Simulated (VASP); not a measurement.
# Ge (Fm-3m) in VASP: notebook

The runs below take Ge through single point, with revPBE.

Program: VASP 6.6.1. These are calculated values, not measurements. Logs are shortened: lines on timing, memory, paths and dates and some standing lists are left out, and cuts for length are marked.

### 1 The cell of the first run

The structure is cubic, space group Fm-3m (No. 225). Conventional cell: a = 4.304 Å, b = 4.304 Å, c = 4.304 Å, α = 90.00°, β = 90.00°, γ = 90.00°. Ge (site symmetry m-3m) has 12 Ge at 3.04 Å within 4.0 Å.

### 2 Single point, revPBE

Input file INCAR:

```
PREC = Accurate
ENCUT = 520
EDIFF = 1E-6
ISMEAR = -1
SIGMA = 0.1
LREAL = F
LASPH = T
NELM = 60
ALGO = Normal
ISIF = 2
LWAVE = F
LCHARG = F
GGA = RE
NBANDS = 13
```

Input file KPOINTS:

```
Automatic mesh
0
Gamma
  13 13 13
```

Input file POSCAR:

```
Ge
1.0
    0.0000000000      2.1517699902      2.1517699902
    2.1517699902      0.0000000000      2.1517699902
    2.1517699902      2.1517699902      0.0000000000
Ge
1
Direct
    0.0000000000      0.0000000000      0.0000000000
```

Potentials or basis: VASP PAW PBE potentials, release 64 (Ge_d).

Launch:

```bash
$ cat potpaw_PBE.64/Ge_d/POTCAR > POTCAR
$ mpirun -np 1 vasp_std > vasp.out
```

OUTCAR:

```text
PREC = Accurate
   ENCUT = 520
   EDIFF = 1E-6
   ISMEAR = -1
   LREAL = F
   LASPH = T
   NELM = 60
   ISIF = 2
   GGA = RE

 ion  position               nearest neighbor table
   1  0.000  0.000  0.000-

  LATTYP: Found a face centered cubic cell.
 ALAT       =     4.3035399804

  Lattice vectors:

 A1 = (   0.0000000000,   2.1517699902,   2.1517699902)
 A2 = (   2.1517699902,   0.0000000000,   2.1517699902)
 A3 = (   2.1517699902,   2.1517699902,   0.0000000000)

Analysis of symmetry for initial positions (statically):
=====================================================================
 Subroutine PRICEL returns:
 Original cell was already a primitive cell.

 Routine SETGRP: Setting up the symmetry group for a
 face centered cubic supercell.

 Subroutine GETGRP returns: Found 48 space group operations
 (whereof 48 operations were pure point group operations)
 out of a pool of 48 trial point group operations.

The static configuration has the point symmetry O_h .

Analysis of symmetry for dynamics (positions and initial velocities):
=====================================================================
 Subroutine PRICEL returns:
 Original cell was already a primitive cell.

 Routine SETGRP: Setting up the symmetry group for a
 face centered cubic supercell.

 Subroutine GETGRP returns: Found 48 space group operations
 (whereof 48 operations were pure point group operations)
 out of a pool of 48 trial point group operations.

The dynamic configuration has the point symmetry O_h .

 Subroutine INISYM returns: Found 48 space group operations
 (whereof 48 operations are pure point group operations),
 and found     1 'primitive' translations

----------------------------------------------------------------------------------------

                                     Primitive cell

  volume of cell :      19.9259

  direct lattice vectors                    reciprocal lattice vectors
     0.000000000  2.151769990  2.151769990    -0.232366843  0.232366843  0.232366843
     2.151769990  0.000000000  2.151769990     0.232366843 -0.232366843  0.232366843
     2.151769990  2.151769990  0.000000000     0.232366843  0.232366843 -0.232366843

  length of vectors
     3.043062303  3.043062303  3.043062303     0.402471178  0.402471178  0.402471178

  position of ions in fractional coordinates (direct lattice)
     0.000000000  0.000000000  0.000000000

  ion indices of the primitive-cell ions
[... 74 lines left out ...]
   EDIFF  = 0.1E-05   stopping-criterion for ELM
   LREAL  =      F    real-space projection
   EDIFFG = 0.1E-04   stopping-criterion for IOM
   NSW    =      0    number of steps for IOM
   IBRION =     -1    ionic relax: 0-MD 1-quasi-New 2-CG
   NFREE  =      0    steps in history (QN), initial steepest desc. (CG)
   ISIF   =      2    stress and relaxation
   ISYM   =      2    0-nonsym 1-usesym 2-fastsym
   POTIM  = 0.5000    time-step for ionic-motion
   TEBEG  =    0.0;   TEEND  =   0.0 temperature during run
   PSTRESS=    0.0 pullay stress
   NELECT =      14.0000    total number of electrons
   NUPDOWN=      -1.0000    fix difference up-down
   EMIN   =  10.00;   EMAX   =-10.00  energy-range for DOS
   EFERMI =   0.00;   METHOD = LEGACY
   ISMEAR =    -1;   SIGMA  =   0.10  broadening in eV -4-tet -1-fermi 0-gaus
   EFERMI_NEDOS =   21; number of points for ismear=-14 and -15
   IALGO  =     38    algorithm
   IMIX   =      4    mixing-type and parameters
     AMIX     =   0.40;   BMIX     =  1.00
     AMIX_MAG =   1.60;   BMIX_MAG =  1.00
  volume/ion in A,a.u.               =      19.93       134.47
  Fermi-wavevector in a.u.,A,eV,Ry     =   1.455386  2.750282 28.819177  2.118150
  Thomas-Fermi vector in A             =   2.572427
   LORBIT       =      0    0 simple, 1 ext, 2 COOP (PROOUT), +10 PAW based schemes
   GGA     = RE    functional components
   LHFCALC =     F    Hartree Fock is set to
   AEXX    =    0.0000 exact exchange contribution
   IVDW    =     0    specifies the selected vdW correction
   LEPSILON=     F    determine dielectric tensor
   LRPA    =     F    only Hartree local field effects (RPA)
 non-spin polarized calculation
  energy-cutoff  :      520.00
  volume of cell :       19.93
 maximum number of plane-waves:       550
   NGX = 11   NGY = 11   NGZ = 11

 number of electron      14.0000013 magnetization

 Free energy of the ion-electron system (eV)
  ---------------------------------------------------
  ext. energy  EPLUGINS =         0.00000000
  ---------------------------------------------------
  free energy    TOTEN  =        -3.88921704 eV

  energy without entropy =       -3.87355155  energy(sigma->0) =       -3.88138430

 E-fermi :   6.3987     XC(G=0): -10.9505

 val. band max:        6.3138978823   @ k =   0.3846   0.2308   0.0000
 cond. band min:       6.4608738363   @ k =  -0.3077   0.4615   0.2308
 fundamental gap:      0.1469759540
 Fermi energy:         6.3986530278

 k-point     1 :       0.0000    0.0000    0.0000
  band No.  band energies     occupation
      1     -18.4551      2.00000
      2     -18.4551      2.00000
      3     -18.4551      2.00000
      4     -18.4141      2.00000
      5     -18.4141      2.00000
      6      -6.4136      2.00000
      7      14.8250      0.00000
      8      14.8250      0.00000
      9      14.8250      0.00000
     10      19.9920      0.00000
     11      19.9920      0.00000
     12      19.9920      0.00000
     13      21.1311      0.00000
[... 354 lines left out ...]
  band No.  band energies     occupation
      1     -18.4621      2.00000
      2     -18.4419      2.00000
      3     -18.4331      2.00000
      4     -18.3947      2.00000
      5     -18.3729      2.00000
      6      -2.0453      2.00000
      7       3.0109      2.00000
      8      10.1756      0.00000
      9      11.3612      0.00000
     10      15.6196      0.00000
     11      20.9589      0.00000
     12      21.5607      0.00000
     13      24.4064      0.00000

 [... further k-points ...]
[... 5 lines left out ...]
  --------------------------------------------------------------------------------------
  -------------------------------------------------------------------------------------
  Total       -0.0152323     -0.0152323     -0.0152323     -0.0000000     -0.0000000      0.0000000
  in kB       -1.2247839     -1.2247839     -1.2247839     -0.0000000     -0.0000000      0.0000000
  external PRESSURE =      -1.2247839 kB  Pullay stress =       0.0000000 kB

 VOLUME and BASIS-vectors are now :
 -----------------------------------------------------------------------------
  energy-cutoff  :      520.00
  volume of cell :       19.93
      direct lattice vectors                 reciprocal lattice vectors
     0.000000000  2.151769990  2.151769990    -0.232366843  0.232366843  0.232366843
     2.151769990  0.000000000  2.151769990     0.232366843 -0.232366843  0.232366843
     2.151769990  2.151769990  0.000000000     0.232366843  0.232366843 -0.232366843

 POSITION                                       TOTAL-FORCE (eV/Angst)
 -----------------------------------------------------------------------------------
      0.00000      0.00000      0.00000        -0.000000     -0.000000      0.000000
 -----------------------------------------------------------------------------------
    total drift:                               -0.000000      0.000000     -0.000000

  FREE ENERGIE OF THE ION-ELECTRON SYSTEM (eV)
  ---------------------------------------------------
  free  energy   TOTEN  =        -3.8892170424 eV

  energy  without entropy=       -3.8735515489  energy(sigma->0) =       -3.88138430
```

It took 16 s on 1 thread of Intel Xeon 8259CL, shared host; peak memory 0.15 GiB.

What came out:

| Quantity | Value |
| --- | --- |
| Free energy | -3.8892 eV |
| Pressure | -0.1 GPa |
| Band gap on the k mesh | zero (band 7 reaches 14.82 eV, above the bottom of band 8 at 4.10 eV) |

Levels at points of the mesh, in eV from the Fermi level:
| k point | band 3 | band 4 | band 5 | band 6 | band 7 | band 8 | band 9 | band 10 | band 11 | band 12 |
| --- | --- | --- | --- | --- | --- | --- | --- | --- | --- | --- |
| (0.00, 0.00, 0.00) | -24.85 | -24.81 | -24.81 | -12.81 | 8.43 | 8.43 | 8.43 | 13.59 | 13.59 | 13.59 |

Caveat: the PAW data sets were made with another functional, which shifts forces and pressure a little.

### 3 Single point, revPBE (volume scaled by 0.88)

Input file INCAR:

```
SYSTEM = Ge
ALGO = Normal
EDIFF = 1E-6
ENCUT = 520
GGA = RE
ISIF = 2
ISMEAR = -1
LASPH = .TRUE.
LCHARG = .FALSE.
LREAL = .FALSE.
LWAVE = .FALSE.
NBANDS = 13
NELM = 80
PREC = Accurate
SIGMA = 0.1
```

Input file KPOINTS:

```
k-points
0
G
  14 14 14
  0 0 0
```

Input file POSCAR:

```
Ge
1.0
    0.0000000000      2.0620066918      2.0620066918
    2.0620066918      0.0000000000      2.0620066918
    2.0620066918      2.0620066918      0.0000000000
Ge
1
Direct
    0.0000000000      0.0000000000      0.0000000000
```

Potentials or basis: VASP PAW PBE potentials, release 64 (Ge_d).

Launch:

```bash
$ cat potpaw_PBE.64/Ge_d/POTCAR > POTCAR
$ mpirun -np 1 vasp_std > vasp.out
```

Wall time 18 s (1 thread of Intel Xeon 8259CL, shared host); peak memory 0.15 GiB.

The run converged. Its results:

```
Free energy            : -3.8183 eV
Pressure               : 10.0 GPa
Band gap on the k mesh : zero (band 7 reaches 17.49 eV, above the bottom of band 8 at 5.16 eV)
```

Levels at points of the mesh, in eV from the Fermi level:
```
           k point  band 3  band 4  band 5  band 6  band 7  band 8  band 9  band 10  band 11  band 12
(0.00, 0.00, 0.00)  -24.90  -24.84  -24.84  -13.91    9.69    9.69    9.69    14.44    14.44    14.44
(0.50, 0.00, 0.00)  -24.90  -24.78  -24.78   -8.11   -6.11    7.39    7.39    12.88    13.01    13.01
(0.50, 0.50, 0.00)  -24.79  -24.77  -24.77   -5.54   -4.75    2.71    2.71     6.60     6.65    29.58
```

Caveat: the PAW data sets were made with another functional, which shifts forces and pressure a little.

### 4 Single point, revPBE (volume scaled by 0.92)

Input file INCAR:

```
SYSTEM = Ge
PREC = Accurate
ENCUT = 520
EDIFF = 1E-7
ISMEAR = -1
SIGMA = 0.1
LREAL = .FALSE.
LASPH = .TRUE.
NELM = 80
ALGO = Normal
ISIF = 2
LWAVE = .FALSE.
LCHARG = .FALSE.
GGA = RE
NBANDS = 13
```

Input file KPOINTS:

```
Automatic mesh
0
G
  14 14 14
  0 0 0
```

Input file POSCAR:

```
Ge
1.0
    0.0000000000      2.0927874491      2.0927874491
    2.0927874491      0.0000000000      2.0927874491
    2.0927874491      2.0927874491      0.0000000000
Ge
1
Direct
    0.0000000000      0.0000000000      0.0000000000
```

Launch:

```bash
$ cat potpaw_PBE.64/Ge_d/POTCAR > POTCAR
$ mpirun -np 1 vasp_std > vasp.out
```

It took 24 s on 1 thread of Intel Xeon 8259CL, shared host; peak memory 0.15 GiB.

It converged, with:

```
Free energy            : -3.8586 eV
Pressure               : 6.1 GPa
Band gap on the k mesh : zero (band 7 reaches 16.53 eV, above the bottom of band 8 at 4.78 eV)
```

Levels at points of the mesh, in eV from the Fermi level:
```
           k point  band 4  band 5  band 6  band 7  band 8  band 9  band 10  band 11
(0.00, 0.00, 0.00)  -24.83  -24.83  -13.51    9.23    9.23    9.23    14.13    14.13
(0.50, 0.00, 0.00)  -24.78  -24.78   -8.02   -5.83    7.06    7.06    12.39    12.76
(0.50, 0.50, 0.00)  -24.76  -24.76   -5.59   -4.52    2.62    2.62     6.43     6.60
```

Caveat: the PAW data sets were made with another functional, which shifts forces and pressure a little.

### 5 Overview

| cell | k mesh | gap on the mesh (eV) | pressure (GPa) |
| --- | --- | --- | --- |
| a = 3.043 Å, angles 60.0°, 1 atom | 13 × 13 × 13 | none | -0.1 |
| a = 2.916 Å, angles 60.0°, 1 atom | 14 × 14 × 14 | none | 10.0 |
| a = 2.960 Å, angles 60.0°, 1 atom | 14 × 14 × 14 | none | 6.1 |

Alike in all rows: task single point; level revPBE; potentials or basis VASP PAW PBE potentials, release 64 (Ge_d); no spin polarisation; cutoff (eV) 520; smearing fermi-dirac 0.1 eV.

Caveats: the PAW data sets were made with another functional, which shifts forces and pressure a little.

Absolute energies hang on the potentials; compare differences alone.
